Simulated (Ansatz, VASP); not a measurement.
**GeS in VASP and in Ansatz**

```xyz
8
Lattice="11.8586 0.0000 0.0000 0.0000 3.6678 0.0000 0.0000 0.0000 4.4504" Properties=species:S:1:pos:R:3 pbc="T T T"
Ge    1.4931    0.9170    0.6005
Ge   10.3655    2.7509    3.8500
Ge    4.4362    2.7509    2.8257
Ge    7.4223    0.9170    1.6248
S    10.0456    0.9170    2.2366
S     1.8130    2.7509    2.2138
S     7.7422    2.7509    0.0114
S     4.1163    0.9170    4.4390
```

Change from the starting cell: strain +0.1000 x Voigt [1, 0, 0, 0, 0, 0], atoms carried along.

Alike in both runs: task single point; functional PBE; k mesh 4 × 8 × 6; occupations gaussian, width 0.05 eV; no spin polarisation.

|  | VASP | Ansatz |
| --- | --- | --- |
| version | VASP 6.6.1 | Ansatz 0.2.0 |
| potentials or method | VASP PAW PBE potentials, release 64 (Ge_d, S), cutoff 500 eV | scalar-relativistic, plane waves, PAW |
| valence electrons in the cell | 80 | 80 |

```tsv
	VASP	Ansatz	Ansatz less VASP
gap on the k mesh at the Fermi level (eV)	0.78	0.78	+0.003
least direct gap on the mesh (eV)	0.78	0.78	+0.003
pressure (GPa)	-3.7	-3.6	+0.08
traceless stress, the component that is largest in VASP (GPa)	-2.84	-2.85	-0.013
rms of the force components (eV/Å)	0.329	0.330	+0.0015
```

Atom by atom the forces differ by 0.002 eV/Å (rms over components). The functional is the same, so the differences come from potentials, cutoffs and numerics.
